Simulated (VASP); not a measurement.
## MnO2: single point with PBE+U

The system is MnO2.

```xyz
3
Lattice="2.9203 0.0000 0.0000 -1.4602 2.5291 0.0000 0.0000 0.0000 5.5070" Properties=species:S:1:pos:R:3 pbc="T T T"
Mn    0.0000    0.0000    0.0000
O     0.0000    1.6860    0.9520
O     1.4602    0.8430    4.5550
```

* Program: VASP 6.6.1
* Task: single point
* Functional: PBE
* Potentials or basis: VASP PAW PBE potentials, release 64 (Mn_pv, O)
* Cutoff: 520 eV
* k mesh: 10 × 10 × 6
* Occupations: gaussian, width 0.05 eV
* Spin: collinear spin, ferromagnetic start
* Starting moments: [3.15, 0.0, 0.0] μB
* Hubbard terms: Mn d U = 3.9 eV
* Dipole correction: no
* Further INCAR settings: ALGO = Normal; EDIFF = 1e-06; NBANDS = 24

The pressure is 0.4 GPa. The largest force is 0.086 eV/Å, the band gap on the k mesh is 1.85 eV (least direct gap 2.03 eV) and the net moment is 3.00 μB per cell. The site moments are Mn +3.24; O -0.13 μB and the valence electrons inside the program's atomic spheres are Mn 11.60; O 4.98.

Forces on the atoms (eV/Å):
```
Mn   0.000  0.000  0.000
O    0.000  0.000  0.086
O    0.000  0.000 -0.086
```

Stress tensor (GPa, compression positive):
```
0.33 0.00 0.00
0.00 0.33 0.00
0.00 0.00 0.52
```

Levels at points of the mesh, in eV from the valence-band top:
Spin up:
| k point | band 12 | band 13 | band 14 | band 15 | band 16 | band 17 |
| --- | --- | --- | --- | --- | --- | --- |
| (0.00, 0.00, 0.00) | -0.51 | -0.44 | -0.44 | 3.16 | 3.16 | 7.11 |
| (0.50, 0.00, 0.00) | -1.92 | -1.42 | -1.06 | 2.33 | 3.01 | 11.97 |
| (0.00, 0.00, 0.50) | -0.49 | -0.44 | -0.44 | 3.17 | 3.17 | 8.76 |
| (0.50, 0.00, 0.50) | -1.91 | -1.47 | -0.92 | 2.33 | 3.00 | 11.54 |
Spin down:
| k point | band 8 | band 9 | band 10 | band 11 | band 12 | band 13 | band 14 | band 15 |
| --- | --- | --- | --- | --- | --- | --- | --- | --- |
| (0.00, 0.00, 0.00) | -3.78 | -0.68 | -0.67 | -0.67 | 3.07 | 3.07 | 4.38 | 5.20 |
| (0.50, 0.00, 0.00) | -3.01 | -2.05 | -1.90 | -1.19 | 3.14 | 3.68 | 3.95 | 4.67 |
| (0.00, 0.00, 0.50) | -3.60 | -1.10 | -0.67 | -0.67 | 3.07 | 3.07 | 4.40 | 5.21 |
| (0.50, 0.00, 0.50) | -3.01 | -2.04 | -1.89 | -1.05 | 3.15 | 3.68 | 3.95 | 4.65 |

Eigenvalues of the final occupation matrices:
```
    site  spin  trace               eigenvalues
site 1 d     1   4.01  0.56 0.56 0.96 0.96 0.96
site 1 d     2   0.84  0.07 0.07 0.07 0.31 0.31
```

It took 90 s on 1 thread of AMD EPYC 9R45 96-Core Processor (Zen 5) (shared host), peak memory 0.21 GiB.

Caveat: a cell with one magnetic atom can't hold antiferromagnetic order, which such compounds often take. A k mesh can miss the band edges.
